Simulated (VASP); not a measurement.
# CdS (P6_3mc) in VASP: a series of runs

CdS is run at these levels: LDA; tasks: single point.

Everything below comes from runs of VASP 6.6.1. Logs are shortened: lines on timing, memory, paths and dates and some standing lists are left out, and cuts for length are marked.

## Step 1: The cell of the first run

Symmetry: P6_3mc, No. 186, hexagonal system. Conventional cell: a = 4.135 Å, b = 4.135 Å, c = 6.614 Å, α = 90.00°, β = 90.00°, γ = 120.00°. Cd (site symmetry 3m) has 4 S at 2.51 to 2.55 Å within 3.3 Å. S (site symmetry 3m) has 4 Cd at 2.51 to 2.55 Å within 3.3 Å.

## Step 2: Single point, LDA (zz strain of -2 %)

INCAR

```
PREC = Accurate ; ENCUT = 520
EDIFF = 1E-6 ; ISMEAR = -1
SIGMA = 0.02 ; LREAL = False
LASPH = True ; NELM = 100
ALGO = Normal ; ISIF = 2
LWAVE = False ; LCHARG = True
GGA = CA ; LELF = True
LVHAR = True ; NBANDS = 26
```

KPOINTS

```
Automatic mesh
0
Gamma
  8 8 4
```

POSCAR

```
CdS
1.0
    4.1347992034      0.0000000000      0.0000000000
   -2.0673996017      3.5808411497      0.0000000000
    0.0000000000      0.0000000000      6.6140200000
Cd S
2 2
Direct
    0.3333333333      0.6666666667      0.0000000000
    0.6666666667      0.3333333333      0.5000000000
    0.3333333333      0.6666666667      0.3850000000
    0.6666666667      0.3333333333      0.8850000000
```

Potentials or basis: VASP PAW LDA potentials, release 64 (Cd, S).

Run with:

```sh
cat potpaw_LDA.64/Cd/POTCAR potpaw_LDA.64/S/POTCAR > POTCAR
mpirun -np 1 vasp_std > vasp.out
```

OUTCAR:

```text
PREC = Accurate
   ENCUT = 520
   EDIFF = 1E-6
   ISMEAR = -1
   LREAL = False
   LASPH = True
   NELM = 100
   ISIF = 2
   GGA = CA

 ion  position               nearest neighbor table
   1  0.333  0.667  0.000-   4 2.51   4 2.51   4 2.51   3 2.55
   2  0.667  0.333  0.500-   3 2.51   3 2.51   3 2.51   4 2.55
   3  0.333  0.667  0.385-   2 2.51   2 2.51   2 2.51   1 2.55
   4  0.667  0.333  0.885-   1 2.51   1 2.51   1 2.51   2 2.55

  LATTYP: Found a hexagonal cell.
 ALAT       =     4.1347992034
 C/A-ratio  =     1.5995988377

  Lattice vectors:

 A1 = (   4.1347992034,   0.0000000000,   0.0000000000)
 A2 = (  -2.0673996017,   3.5808411497,   0.0000000000)
 A3 = (   0.0000000000,   0.0000000000,   6.6140200000)

Analysis of symmetry for initial positions (statically):
=====================================================================
 Subroutine PRICEL returns:
 Original cell was already a primitive cell.

 Routine SETGRP: Setting up the symmetry group for a
 hexagonal supercell.

 Subroutine GETGRP returns: Found 12 space group operations
 (whereof  6 operations were pure point group operations)
 out of a pool of 24 trial point group operations.

The static configuration has the point symmetry C_3v.
 The point group associated with its full space group is C_6v.

Analysis of symmetry for dynamics (positions and initial velocities):
=====================================================================
 Subroutine PRICEL returns:
 Original cell was already a primitive cell.

 Routine SETGRP: Setting up the symmetry group for a
 hexagonal supercell.

 Subroutine GETGRP returns: Found 12 space group operations
 (whereof  6 operations were pure point group operations)
 out of a pool of 24 trial point group operations.

The dynamic configuration has the point symmetry C_3v.
 The point group associated with its full space group is C_6v.

 Subroutine INISYM returns: Found 12 space group operations
 (whereof  6 operations are pure point group operations),
 and found     1 'primitive' translations

----------------------------------------------------------------------------------------

                                     Primitive cell

  volume of cell :      97.9276

  direct lattice vectors                    reciprocal lattice vectors
     4.134799203  0.000000000  0.000000000     0.241849713  0.139631997  0.000000000
    -2.067399602  3.580841150  0.000000000     0.000000000  0.279263994  0.000000000
     0.000000000  0.000000000  6.614020000     0.000000000  0.000000000  0.151193979

  length of vectors
     4.134799203  4.134799203  6.614020000     0.279263994  0.279263994  0.151193979

  position of ions in fractional coordinates (direct lattice)
     0.333333333  0.666666667  0.000000000
     0.666666667  0.333333333  0.500000000
     0.333333333  0.666666667  0.385000000
     0.666666667  0.333333333  0.885000000

  ion indices of the primitive-cell ions
   primitive index   ion index
                 1           1
                 2           2
                 3           3
                 4           4

----------------------------------------------------------------------------------------

 KPOINTS: Automatic mesh

Automatic generation of k-mesh.
 Grid dimensions read from file:
 generate k-points for:    8    8    4

 Generating k-lattice:

  Cartesian coordinates                     Fractional coordinates (reciprocal lattice)
     0.030231214  0.017454000  0.000000000     0.125000000  0.000000000  0.000000000
     0.000000000  0.034907999  0.000000000     0.000000000  0.125000000  0.000000000
     0.000000000  0.000000000  0.037798495     0.000000000  0.000000000  0.250000000

  Length of vectors
     0.034907999  0.034907999  0.037798495

  Shift w.r.t. Gamma in fractional coordinates (k-lattice)
     0.000000000  0.000000000  0.000000000

 Subroutine IBZKPT returns following result:
 ===========================================

 Found     30 irreducible k-points:

 Following reciprocal coordinates:
            Coordinates               Weight
  0.000000  0.000000  0.000000      1.000000
  0.125000 -0.000000  0.000000      6.000000
  0.250000 -0.000000  0.000000      6.000000
  0.375000  0.000000  0.000000      6.000000
  0.500000 -0.000000  0.000000      3.000000
  0.125000  0.125000  0.000000      6.000000
[... 16 lines left out ...]
  0.250000 -0.000000  0.500000      6.000000
  0.375000  0.000000  0.500000      6.000000
 [... further k-points ...]
   k-points           NKPTS =     30   k-points in BZ     NKDIM =     30   number of bands    NBANDS=     26
   number of dos      NEDOS =    301   number of ions     NIONS =      4
   total plane-waves  NPLWV =  51200
   dimension x,y,z NGX =    32 NGY =   32 NGZ =   50
   dimension x,y,z NGXF=    64 NGYF=   64 NGZF=  100
   ions per type =               2   2
   NGX,Y,Z   is equivalent  to a cutoff of  12.87, 12.87, 12.57 a.u.
   NGXF,Y,Z  is equivalent  to a cutoff of  25.73, 25.73, 25.14 a.u.
 SYSTEM =  unknown system
   PREC   = accura    normal or accurate (medium, high low for compatibility)
   ISTART =      0    job   : 0-new  1-cont  2-samecut
   ICHARG =      2    charge: 1-file 2-atom 10-const
   ISPIN  =      1    spin polarized calculation?
   LNONCOLLINEAR =      F non collinear calculations
   LSORBIT =      F    spin-orbit coupling
   LASPH  =      T    aspherical Exc in radial PAW
   ENCUT  =  520.0 eV  38.22 Ry    6.18 a.u.   7.69  7.69 12.30*2*pi/ulx,y,z
   NELM   =    100;   NELMIN=  2; NELMDL= -5     # of ELM steps
   EDIFF  = 0.1E-05   stopping-criterion for ELM
   LREAL  =      F    real-space projection
   EDIFFG = 0.1E-04   stopping-criterion for IOM
   NSW    =      0    number of steps for IOM
   IBRION =     -1    ionic relax: 0-MD 1-quasi-New 2-CG
   NFREE  =      0    steps in history (QN), initial steepest desc. (CG)
   ISIF   =      2    stress and relaxation
   ISYM   =      2    0-nonsym 1-usesym 2-fastsym
   POTIM  = 0.5000    time-step for ionic-motion
   TEBEG  =    0.0;   TEEND  =   0.0 temperature during run
   PSTRESS=    0.0 pullay stress
   NELECT =      36.0000    total number of electrons
   NUPDOWN=      -1.0000    fix difference up-down
   EMIN   =  10.00;   EMAX   =-10.00  energy-range for DOS
   EFERMI =   0.00;   METHOD = LEGACY
   ISMEAR =    -1;   SIGMA  =   0.02  broadening in eV -4-tet -1-fermi 0-gaus
   EFERMI_NEDOS =   21; number of points for ismear=-14 and -15
   IALGO  =     38    algorithm
   IMIX   =      4    mixing-type and parameters
     AMIX     =   0.40;   BMIX     =  1.00
     AMIX_MAG =   1.60;   BMIX_MAG =  1.00
  volume/ion in A,a.u.               =      24.48       165.21
  Fermi-wavevector in a.u.,A,eV,Ry     =   1.172755  2.216186 18.712835  1.375355
  Thomas-Fermi vector in A             =   2.309179
   LORBIT       =      0    0 simple, 1 ext, 2 COOP (PROOUT), +10 PAW based schemes
   GGA     = CA    functional components
   LHFCALC =     F    Hartree Fock is set to
   AEXX    =    0.0000 exact exchange contribution
   IVDW    =     0    specifies the selected vdW correction
   LEPSILON=     F    determine dielectric tensor
   LRPA    =     F    only Hartree local field effects (RPA)
 non-spin polarized calculation
  energy-cutoff  :      520.00
  volume of cell :       97.93
 maximum number of plane-waves:      2671
 NGX is ok and might be reduce to    32
   NGX = 15   NGY = 15   NGZ = 25

 number of electron      36.0000003 magnetization

 Free energy of the ion-electron system (eV)
  ---------------------------------------------------
  ext. energy  EPLUGINS =         0.00000000
  ---------------------------------------------------
  free energy    TOTEN  =       -14.80480803 eV

  energy without entropy =      -14.80480803  energy(sigma->0) =      -14.80480803

 E-fermi :   1.6590     XC(G=0):  -9.6393

 val. band max:        1.2236517380   @ k =   0.0000   0.0000   0.0000
 cond. band min:       2.2518882968   @ k =   0.0000   0.0000   0.0000
 fundamental gap:      1.0282365588
 Fermi energy:         1.6589652268

 k-point     1 :       0.0000    0.0000    0.0000
  band No.  band energies     occupation
      1     -11.2007      2.00000
      2     -10.7335      2.00000
      3      -6.5743      2.00000
      4      -6.5743      2.00000
      5      -6.5265      2.00000
      6      -6.4964      2.00000
[... 18 lines left out ...]
     25       8.6039      0.00000
     26       8.8522      0.00000

 k-point     2 :       0.1250   -0.0000    0.0000
  band No.  band energies     occupation
      1     -11.1417      2.00000
      2     -10.7076      2.00000
      3      -6.5496      2.00000
      4      -6.5481      2.00000
      5      -6.4944      2.00000
      6      -6.4666      2.00000
[... 18 lines left out ...]
     25       8.6570      0.00000
     26       8.9577      0.00000

 k-point     3 :       0.2500   -0.0000    0.0000
  band No.  band energies     occupation
      1     -10.9927      2.00000
      2     -10.6505      2.00000
      3      -6.4929      2.00000
      4      -6.4913      2.00000
      5      -6.3897      2.00000
      6      -6.3772      2.00000
[... 18 lines left out ...]
     25       9.0338      0.00000
     26       9.7586      0.00000

 k-point     4 :       0.3750    0.0000    0.0000
  band No.  band energies     occupation
      1     -10.8283      2.00000
      2     -10.6081      2.00000
      3      -6.4617      2.00000
      4      -6.4485      2.00000
      5      -6.2926      2.00000
      6      -6.2834      2.00000
[... 18 lines left out ...]
     25       9.5200      0.00000
     26      10.3240      0.00000

 k-point     5 :       0.5000   -0.0000    0.0000
  band No.  band energies     occupation
      1     -10.7486      2.00000
      2     -10.6021      2.00000
      3      -6.4550      2.00000
      4      -6.4359      2.00000
      5      -6.2586      2.00000
      6      -6.2280      2.00000
[... 18 lines left out ...]
     25       9.5836      0.00000
     26      11.0853      0.00000

 k-point     6 :       0.1250    0.1250    0.0000
  band No.  band energies     occupation
      1     -11.0375      2.00000
      2     -10.6663      2.00000
      3      -6.5101      2.00000
      4      -6.5022      2.00000
      5      -6.4245      2.00000
      6      -6.4191      2.00000
[... 427 lines left out ...]
 k-point    21 :       0.0000    0.0000    0.5000
  band No.  band energies     occupation
      1     -10.9613      2.00000
      2     -10.9613      2.00000
      3      -6.5433      2.00000
      4      -6.5433      2.00000
      5      -6.5433      2.00000
      6      -6.5433      2.00000
[... 18 lines left out ...]
     25       7.8021      0.00000
     26       7.8021      0.00000

 k-point    22 :       0.1250   -0.0000    0.5000
  band No.  band energies     occupation
      1     -10.9174      2.00000
      2     -10.9174      2.00000
      3      -6.5157      2.00000
      4      -6.5157      2.00000
      5      -6.5120      2.00000
      6      -6.5120      2.00000
[... 18 lines left out ...]
     25       8.1237      0.00000
     26       8.1237      0.00000

 k-point    23 :       0.2500   -0.0000    0.5000
  band No.  band energies     occupation
      1     -10.8111      2.00000
      2     -10.8111      2.00000
      3      -6.4522      2.00000
      4      -6.4522      2.00000
      5      -6.4372      2.00000
      6      -6.4372      2.00000
[... 18 lines left out ...]
     25       8.8577      0.00000
     26       8.8577      0.00000

 k-point    24 :       0.3750    0.0000    0.5000
  band No.  band energies     occupation
      1     -10.7050      2.00000
      2     -10.7050      2.00000
      3      -6.4260      2.00000
      4      -6.4260      2.00000
      5      -6.3674      2.00000
      6      -6.3674      2.00000
[... 18 lines left out ...]
     25       9.4477      0.00000
     26       9.4477      0.00000

 [... further k-points ...]
[... 5 lines left out ...]
  --------------------------------------------------------------------------------------
  -------------------------------------------------------------------------------------
  Total       -0.6952181     -0.6952181     -0.7830660      0.0000000      0.0000000     -0.0000000
  in kB      -11.3743522    -11.3743522    -12.8116181      0.0000000      0.0000000     -0.0000000
  external PRESSURE =     -11.8534408 kB  Pullay stress =       0.0000000 kB

 VOLUME and BASIS-vectors are now :
 -----------------------------------------------------------------------------
  energy-cutoff  :      520.00
  volume of cell :       97.93
      direct lattice vectors                 reciprocal lattice vectors
     4.134799203  0.000000000  0.000000000     0.241849713  0.139631997  0.000000000
    -2.067399602  3.580841150  0.000000000     0.000000000  0.279263994  0.000000000
     0.000000000  0.000000000  6.614020000     0.000000000  0.000000000  0.151193979

 POSITION                                       TOTAL-FORCE (eV/Angst)
 -----------------------------------------------------------------------------------
     -0.00000      2.38723      0.00000         0.000000      0.000000      0.138744
      2.06740      1.19361      3.30701        -0.000000      0.000000      0.138744
     -0.00000      2.38723      2.54640        -0.000000      0.000000     -0.138744
      2.06740      1.19361      5.85341         0.000000     -0.000000     -0.138744
 -----------------------------------------------------------------------------------
    total drift:                               -0.000000     -0.000000     -0.000077

  FREE ENERGIE OF THE ION-ELECTRON SYSTEM (eV)
  ---------------------------------------------------
  free  energy   TOTEN  =       -14.8048080261 eV

  energy  without entropy=      -14.8048080261  energy(sigma->0) =      -14.80480803
```

Wall time 1.8 min (1 thread of AMD EPYC 7R43 (Zen 3), shared host); peak memory 0.17 GiB.

Results:

- Free energy: -14.8048 eV
- Pressure: -1.2 GPa
- Largest force: 0.139 eV/Å
- Band gap on the k mesh: 1.03 eV, direct

Forces in eV/Å, atoms in the order of the input:
```
Cd   0.000  0.000  0.139
Cd   0.000  0.000  0.139
S    0.000  0.000 -0.139
S    0.000  0.000 -0.139
```

Stress tensor (GPa, compression positive):
```
-1.14  0.00  0.00
 0.00 -1.14  0.00
 0.00  0.00 -1.28
```

Levels at points of the mesh, in eV from the valence-band top:
```
           k point  band 14  band 15  band 16  band 17  band 18  band 19  band 20  band 21  band 22  band 23
(0.00, 0.00, 0.00)    -0.80    -0.80    -0.01    -0.01     0.00     1.03     2.44     6.23     6.23     6.79
(0.50, 0.00, 0.00)    -3.71    -2.71    -2.01    -1.30    -0.85     3.58     3.60     4.98     6.38     7.01
(0.00, 0.00, 0.50)    -2.47    -0.42    -0.42    -0.42    -0.42     2.64     2.64     6.03     6.03     6.58
(0.50, 0.00, 0.50)    -4.34    -1.46    -1.46    -1.29    -1.29     3.33     3.33     5.17     5.17     7.74
```

Caveat: the cell differs from its parent crystal (zz strain of -2 %).

## Step 3: Single point, LDA (zz strain of -1 %)

INCAR

```
SYSTEM = CdS
PREC     = Accurate       ! precision mode
ENCUT    = 520            ! plane-wave cutoff, eV
EDIFF    = 1E-6           ! SCF threshold, eV
ISMEAR   = -1             ! smearing method
SIGMA    = 0.02           ! smearing width, eV
LREAL    = .False.        ! projectors in reciprocal space
LASPH    = .True.         ! aspherical terms in the spheres
NELM     = 100            ! most SCF steps
ALGO     = Normal         ! electronic algorithm
ISIF     = 2              ! what is computed and relaxed
LWAVE    = .False.        ! write WAVECAR
LCHARG   = .False.        ! write CHGCAR
NBANDS   = 26             ! bands
```

KPOINTS

```
regular mesh
0
Gamma
  8 8 4
  0 0 0
```

POSCAR: that of step 2 with these lines changed.

```diff
@@ -4,3 +4,3 @@
    -2.0673996017      3.5808411497      0.0000000000
-    0.0000000000      0.0000000000      6.6140200000
+    0.0000000000      0.0000000000      6.6815100000
 Cd S
```

Potentials or basis: VASP PAW LDA potentials, release 64 (Cd, S).

Run with:

```sh
cat potpaw_LDA.64/Cd/POTCAR potpaw_LDA.64/S/POTCAR > POTCAR
mpirun -np 1 vasp_std > vasp.out
```

Wall time 1.9 min (1 thread of AMD EPYC 7R43 (Zen 3), shared host); peak memory 0.18 GiB.

Results (log left out):

```yaml
Free_energy: -14.7932 eV
Pressure: -1.8 GPa
Largest_force: 0.200 eV/Å
Band_gap_on_the_k_mesh: 1.00 eV, direct
```

Forces on the atoms (eV/Å):
```
Cd   0.000  0.000  0.200
Cd   0.000  0.000  0.200
S    0.000  0.000 -0.200
S    0.000  0.000 -0.200
```

Stress tensor (GPa, compression positive):
```
-1.40  0.00  0.00
 0.00 -1.40  0.00
 0.00  0.00 -2.48
```

Levels at points of the mesh, in eV from the valence-band top:
```tsv
k point	band 16	band 17	band 18	band 19	band 20	band 21
(0.00, 0.00, 0.00)	-0.01	0.00	0.00	1.00	2.47	6.27
(0.50, 0.00, 0.00)	-1.95	-1.27	-0.85	3.57	3.62	4.95
(0.00, 0.00, 0.50)	-0.39	-0.39	-0.39	2.63	2.63	5.98
(0.50, 0.00, 0.50)	-1.43	-1.30	-1.30	3.31	3.31	5.15
```

Caveat: the cell differs from its parent crystal (zz strain of -1 %).
